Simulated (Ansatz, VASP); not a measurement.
# Two plane-wave programs on FeO

```
CELL_PARAMETERS angstrom
1.51768 0.87623 2.51579
-1.51768 0.87623 2.51579
0.00000 -1.75247 2.51579
ATOMIC_POSITIONS crystal
Fe 0.00000 0.00000 0.00000
O 0.50000 0.50000 0.50000
```

Alike in both runs: task single point; functional PBE; k mesh 9 × 9 × 9; occupations fermi-dirac, width 0.001 eV; collinear spin; Hubbard terms Fe d U = 6.2 eV.

|  | VASP | Ansatz |
| --- | --- | --- |
| version | VASP 6.6.1 | Ansatz 0.2.0 |
| potentials or method | VASP PAW PBE potentials, release 64 (Fe_sv, O_h), cutoff 1340 eV | PAW, plane waves, scalar-relativistic |
| valence electrons in the cell | 22 | 22 |

```csv
,VASP,Ansatz,Ansatz less VASP
pressure (GPa),1.2,4.3,+3.09
"traceless stress, the component that is largest in VASP (GPa)",-0.56,-0.62,-0.058
net moment per atom (μB),2.01,2.00,-0.011
size of the moment on the site where the two differ most (μB),3.75,3.57,-0.180
```

Site moments also hang on the region over which each program counts them. The programs project onto different local orbitals, so the same U acts differently, and such runs can settle in different states. Ansatz's warnings: filled band counts differ across k points, negative dielectric reading.
